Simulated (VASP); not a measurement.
Here is a VASP 6.6.1 calculation.

The input INCAR:

```
PREC = Accurate
ENCUT = 520
EDIFF = 1E-6
ISMEAR = 0
SIGMA = 0.1
LREAL = F
LASPH = T
NELM = 60
ALGO = Normal
ISIF = 2
LWAVE = F
LCHARG = F
GGA = PE
NBANDS = 44
```

The input KPOINTS:

```
regular mesh
0
Gamma
  4 4 2
```

File POSCAR:

```
MgBeI4
1.0
    4.9470011100      0.0000000000      0.0000000000
    0.0000000000      4.9470011100      0.0000000000
    0.0000000000      0.0000000000     14.9250772200
Mg Be I
2 2 8
Direct
    0.5000000000      0.5000000000      0.0000000000
    0.5000000000      0.5000000000      0.5000000000
    0.0000000000      0.0000000000      0.7500000000
    0.0000000000      0.0000000000      0.2500000000
    0.5000000000      0.0000000000      0.1176773400
    0.5000000000      0.0000000000      0.6169556200
    0.0000000000      0.5000000000      0.8830443800
    0.0000000000      0.5000000000      0.3823226600
    0.5000000000      0.0000000000      0.8823226600
    0.5000000000      0.0000000000      0.3830443800
    0.0000000000      0.5000000000      0.1169556200
    0.0000000000      0.5000000000      0.6176773400
```

Potentials or basis: VASP PAW PBE potentials, release 64 (Mg, Be, I).

The run is started by

```console
$ cat potpaw_PBE.64/Mg/POTCAR potpaw_PBE.64/Be/POTCAR potpaw_PBE.64/I/POTCAR > POTCAR
$ mpirun -np 1 vasp_std > vasp.out
```

Task: Estimate the band gap on the k mesh.

Result: Zero (bands 32 and 33 overlap by 0.40 eV).

Task: Predict the largest force.

Result: 0.935 eV/Å.

Task: Predict the pressure.

Result: 3.9 GPa.

Stress tensor (GPa, compression positive):
```
5.68 0.00 0.00
0.00 5.68 0.00
0.00 0.00 0.48
```

Caveat: the stress differs along the axes, from 0 to 6 GPa; semilocal functionals underestimate gaps, and a narrow one can read as zero; spin-orbit coupling is left out, which moves the levels of the heavy elements.
